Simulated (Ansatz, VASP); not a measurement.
**One calculation of C, two programs**

```
C
1.0
     2.52553    0.00000    0.00000
     0.00000    3.57164    0.00000
     0.00000    0.00000   17.26280
C
4
Direct
  0.00000 0.33557 0.48295
  0.50000 0.16443 0.48295
  0.50000 0.83557 0.51705
  0.00000 0.66443 0.51705
```

Alike in both runs: functional PBE; k mesh 12 × 8 × 1; occupations fermi-dirac, width 0.02 eV; no spin polarisation.

Ansatz relaxed the structure, and its values are those at the end. VASP's run is a single point on that final structure, the one shown.

|  | VASP | Ansatz |
| --- | --- | --- |
| version | VASP 6.6.1 | Ansatz 0.2.0 |
| potentials or method | VASP PAW PBE potentials, release 64 (C), cutoff 520 eV | all-electron LAPW, scalar-relativistic |

Ansatz gave:

* rms of the force components (eV/Å): 0.005

Estimate VASP's values.

rms of the force components (eV/Å): 0.019.

Ansatz ran all-electron here, and VASP with PAW potentials.
